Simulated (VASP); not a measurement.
Runs of VASP 6.6.1 on Se. The structure is that of space group P3_121 (No. 152), or close to it. The cells are those of the table. 

```csv
cell,gap on the mesh (eV),pressure (GPa),largest force (eV/Å)
"a = 4.068, b = 4.068, c = 5.128 Å, angles 90.0, 90.0, 120.0°, 3 atoms",none,13.6,3.61
"a = 3.828, b = 3.828, c = 5.791 Å, angles 90.0, 90.0, 120.0°, 3 atoms",none,0.8,0.91
"a = 4.214, b = 4.214, c = 4.780 Å, angles 90.0, 90.0, 120.0°, 3 atoms",(a),19.4,(b)
"a = 4.295, b = 4.295, c = 4.601 Å, angles 90.0, 90.0, 120.0°, 3 atoms",1.14,14.3,3.04
"a = 4.138, b = 4.138, c = 4.955 Å, angles 90.0, 90.0, 120.0°, 3 atoms",0.61,10.1,2.37
```

Alike in all rows: task single point; level PBE+D3(BJ); potentials or basis VASP PAW PBE potentials, release 64 (Se); no spin polarisation; k mesh 9 × 9 × 8; cutoff (eV) 520; smearing gaussian 0.05 eV.

Task: Fill in the values left out.

Result: (a) 0.80; (b) 4.81.

Caveats: forces of over 1 eV/Å act on the atoms, so gaps and moduli don't describe the material at rest (some runs); pairwise dispersion overbinds metals, which lowers pressure and volume (some runs).

A k mesh can miss the band edges, and the runs leave out spin-orbit coupling on Se.

A gap of «none» marks levels without a gap at the run's occupations.
